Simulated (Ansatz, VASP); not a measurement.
**InP in VASP and in Ansatz**

```
In P
1.0
     0.00000    2.95048    2.77692
     2.77692    0.00000    2.77692
     2.77692    2.95048    0.00000
In P
1 1
Direct
  0.00000 0.00000 0.00000
  0.75000 0.75000 0.75000
```

Alike in both runs: task single point; functional LDA; k mesh 12 × 12 × 12; occupations gaussian, width 0.05 eV; no spin polarisation.

|  | VASP | Ansatz |
| --- | --- | --- |
| version | VASP 6.6.1 | Ansatz 0.2.0 |
| potentials or method | VASP PAW LDA potentials, release 64 (In_d, P), cutoff 520 eV | scalar-relativistic, plane waves, PAW |
| valence electrons in the cell | 18 | 18 |

Ansatz gave:

- gap on the k mesh at the Fermi level (eV): 0.89
- least direct gap on the mesh (eV): 0.89
- pressure (GPa): 7.0
- traceless stress, the component that is largest in VASP (GPa): -1.86

Problem. What did VASP give for the same quantities?

Solution. gap on the k mesh at the Fermi level (eV): 0.92; least direct gap on the mesh (eV): 0.92; pressure (GPa): 7.1; traceless stress, the component that is largest in VASP (GPa): -1.85.

Ansatz warns that its potentials were made for another functional, while VASP's fit it. LDA's correlation is that of Perdew and Zunger in VASP and of Perdew and Wang (1992) in Ansatz.
